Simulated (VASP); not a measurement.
Sn, 1 atom in the cell. It takes space group Im-3m (No. 229, cubic). Conventional cell: a = 3.954 Å, b = 3.954 Å, c = 3.954 Å, α = 90.00°, β = 90.00°, γ = 90.00°. Within 4.5 Å of Sn (site symmetry m-3m) lie 14 Sn at 3.42 to 3.95 Å. This isn't the form of Sn at room conditions, which is tetragonal (white tin).

* Program: VASP 6.6.1
* Task: single point
* Functional: PBE
* Potentials or basis: VASP PAW PBE potentials, release 64 (Sn_d)
* Cutoff: 520 eV
* k mesh: 19 × 19 × 19
* Occupations: fermi-dirac, width 0.1 eV
* Spin: no spin polarisation
* Dipole correction: no
* Further INCAR settings: ALGO = Normal; EDIFF = 1e-06; NBANDS = 13

Potentials or basis: VASP PAW PBE potentials, release 64 (Sn_d).

Run with:

```console
$ cat potpaw_PBE.64/Sn_d/POTCAR > POTCAR
$ mpirun -np 1 vasp_std > vasp.out
```

Hardware: 1 thread of Intel Xeon 8259CL, with other jobs on the host.

Task: Estimate the wall time of this run.

Result: Wall time 2.1 min on 1 thread of Intel Xeon 8259CL, on a shared host, peak memory 0.22 GiB. Counts: scf iterations 11, k points 220.
